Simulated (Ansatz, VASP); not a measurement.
## CoO: VASP beside Ansatz

Contents of INCAR:

```
PREC = Accurate
ENCUT = 520
EDIFF = 1E-7
ISMEAR = 0
SIGMA = 0.05
LREAL = F
LASPH = T
NELM = 150
ALGO = Normal
ISIF = 2
LWAVE = F
LCHARG = F
ISPIN = 2
MAGMOM = 2 0
LORBIT = 11
LMAXMIX = 4
GGA = CA
NBANDS = 18
```

KPOINTS

```
Automatic mesh
0
Gamma
  11 11 11
```

Contents of POSCAR:

```
CoO
1.0
    1.5054695445      0.8691832468      2.4399269062
   -1.5054695445      0.8691832468      2.4399269062
    0.0000000000     -1.7383664936      2.4399269062
Co O
1 1
Direct
    0.0000000000      0.0000000000      0.0000000000
    0.5000000000      0.5000000000      0.5000000000
```

input.yaml

```yaml
crystal:
  lattice:
    - [1.5054695445, 0.8691832468, 2.4399269062]
    - [-1.5054695445, 0.8691832468, 2.4399269062]
    - [0.0, -1.7383664936, 2.4399269062]
  atoms:
    - { symbol: Co, position: [0.0, 0.0, 0.0], spin: 2.0 }
    - { symbol: O, position: [0.5, 0.5, 0.5] }
kpoints:
  mp_grid: { grid: [11, 11, 11] }
scf:
  occupations: { method: gaussian, width: 0.05 }
hamiltonian:
  xc: lda
  pseudopotentials: { kind: all_electron, lapw: { basis_error: 0.001 } }
magnetization:
  spin_polarized: true
output:
  forces: true
  stress: true
  eigenvalues: true
```

Alike in both runs: task single point; functional LDA; k mesh 11 × 11 × 11; occupations gaussian, width 0.05 eV; collinear spin.

```csv
,VASP,Ansatz
version,VASP 6.6.1,Ansatz 0.2.0
potentials or method,"VASP PAW LDA potentials, release 64 (Co, O), cutoff 520 eV","all-electron LAPW, scalar-relativistic"
```

```csv
,VASP,Ansatz,Ansatz less VASP
gap on the k mesh at the Fermi level (eV),none,none,-
pressure (GPa),-18.9,-18.2,+0.72
"traceless stress, the component that is largest in VASP (GPa)",-0.13,-0.18,-0.049
net moment per atom (μB),1.39,1.42,+0.031
size of the moment on the site where the two differ most (μB),2.42,2.49,+0.068
```

LDA's correlation is that of Perdew and Zunger in VASP and of Perdew and Wang (1992) in Ansatz. Site moments also hang on the region over which each program counts them. A gap of «none» marks a metal or a gap that the smearing closes. Ansatz ran all-electron here, and VASP with PAW potentials.
